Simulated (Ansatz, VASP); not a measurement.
**One calculation of HfO2, two programs**

Contents of INCAR:

```
SYSTEM = HfO2
PREC = Accurate
ENCUT = 520
EDIFF = 1E-7
ISMEAR = -1
SIGMA = 0.08
LREAL = .False.
LASPH = .True.
NELM = 80
ALGO = Normal
ISIF = 2
LWAVE = .False.
LCHARG = .False.
GGA = PE
NBANDS = 18
```

KPOINTS

```
regular mesh
0
Gamma
  13 13 7
  0 0 0
```

File POSCAR:

```
HfO2
1.0
    3.2495510364      0.0000000000      0.0000000000
   -1.6247755182      2.8141937484      0.0000000000
    0.0000000000      0.0000000000      5.2538508181
Hf O
1 2
Direct
    0.0000000000      0.0000000000      0.0000000000
    0.3333333333      0.6666666667      0.1847282112
    0.6666666667      0.3333333333      0.8152717888
```

Input for Ansatz:

```yaml
crystal:
  lattice:
    - [3.2495510364, 0.0, 0.0]
    - [-1.6247755182, 2.8141937484, 0.0]
    - [0.0, 0.0, 5.2538508181]
  atoms:
    - { symbol: Hf, position: [0.0, 0.0, 0.0] }
    - { symbol: O, position: [0.3333333333, 0.6666666667, 0.1847282112] }
    - { symbol: O, position: [0.6666666667, 0.3333333333, 0.8152717888] }
kpoints:
  mp_grid: { grid: [13, 13, 7] }
  band_path:
    path:
      - [0.0, 0.0, 0.0]
      - [0.5, 0.0, 0.0]
      - [0.3333333333, 0.3333333333, 0.0]
      - [0.0, 0.0, 0.0]
      - [0.0, 0.0, 0.5]
      - [0.5, 0.0, 0.5]
      - [0.3333333333, 0.3333333333, 0.5]
      - [0.0, 0.0, 0.5]
      - [0.5, 0.0, 0.5]
    npoints: 8
scf:
  occupations: { method: fermi_dirac, width: 0.08 }
hamiltonian:
  xc: pbe
  pseudopotentials: { kind: all_electron, lapw: { basis_error: 0.001 } }
output:
  forces: true
  stress: true
  eigenvalues: true
  populations: true
  dos: { projected: true, de: 0.2, e_range: [-14, 8] }
```

Change from the starting cell: volume scaled by 0.94, LAPW.

Alike in both runs: task single point; functional PBE; k mesh 13 × 13 × 7; occupations fermi-dirac, width 0.08 eV; no spin polarisation.

```csv
,VASP,Ansatz
version,VASP 6.6.1,Ansatz 0.2.0
potentials or method,"VASP PAW PBE potentials, release 64 (Hf_pv, O), cutoff 520 eV","all-electron LAPW, scalar-relativistic"
```

|  | VASP | Ansatz | Ansatz less VASP |
| --- | --- | --- | --- |
| gap on the k mesh at the Fermi level (eV) | 4.72 | 4.71 | -0.013 |
| pressure (GPa) | -1.8 | 0.4 | +2.22 |
| traceless stress, the component that is largest in VASP (GPa) | 0.72 | -0.05 | -0.775 |
| rms of the force components (eV/Å) | 0.093 | 0.001 | -0.0919 |

Atom by atom the forces differ by 0.095 eV/Å (rms over components). Ansatz ran all-electron here, and VASP with PAW potentials.

Spin-orbit coupling is off throughout.
